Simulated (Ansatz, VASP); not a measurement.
**Na: VASP beside Ansatz**

The input INCAR:

```
SYSTEM = Na
PREC = Accurate ; ENCUT = 520
EDIFF = 1E-7 ; ISMEAR = 0
SIGMA = 0.1 ; LREAL = .False.
LASPH = .True. ; NELM = 60
ALGO = Normal ; ISIF = 2
LWAVE = .False. ; LCHARG = .False.
GGA = PE ; NBANDS = 10
```

Contents of KPOINTS:

```
Automatic mesh
0
Gamma
  11 11 11
  0 0 0
```

The input POSCAR:

```
Na
1.0
   -2.0985562613      2.0985562613      2.0985562613
    2.0985562613     -2.0985562613      2.0985562613
    2.0985562613      2.0985562613     -2.0985562613
Na
1
Direct
    0.0000000000      0.0000000000      0.0000000000
```

Input for Ansatz:

```yaml
crystal:
  lattice:
    - [-2.0985562613, 2.0985562613, 2.0985562613]
    - [2.0985562613, -2.0985562613, 2.0985562613]
    - [2.0985562613, 2.0985562613, -2.0985562613]
  atoms:
    - { symbol: Na, position: [0.0, 0.0, 0.0] }
hamiltonian:
  xc: pbe
  pseudopotentials:
    kind: paw
    azcp:
      Na: "pseudopotentials/Na.paw.azcp"
basis:
  ecutwfc: 420
  fft_grid_basis: typed
kpoints:
  mp_grid: { grid: [11, 11, 11], shift: [0, 0, 0] }
magnetization:
  spin_polarized: false
scf:
  occupations: { method: gaussian, width: 0.1 }
  lower_state_search: "off"
output:
  stress: true
```

Alike in both runs: task single point; functional PBE; k mesh 11 × 11 × 11; occupations gaussian, width 0.1 eV; no spin polarisation.

```csv
,VASP,Ansatz
version,VASP 6.6.1,Ansatz 0.2.0
potentials or method,"VASP PAW PBE potentials, release 64 (Na_pv), cutoff 520 eV","plane waves (420 eV) with PAW, scalar-relativistic"
valence electrons in the cell,7,9
```

```tsv
	VASP	Ansatz	Ansatz less VASP
pressure (GPa)	0.0	0.0	0.00
```

The functional is the same, so the differences come from potentials, cutoffs and numerics. VASP's potentials hold 7 valence electrons a cell and Ansatz's 9, so a difference there can come from the potentials and not from the codes.
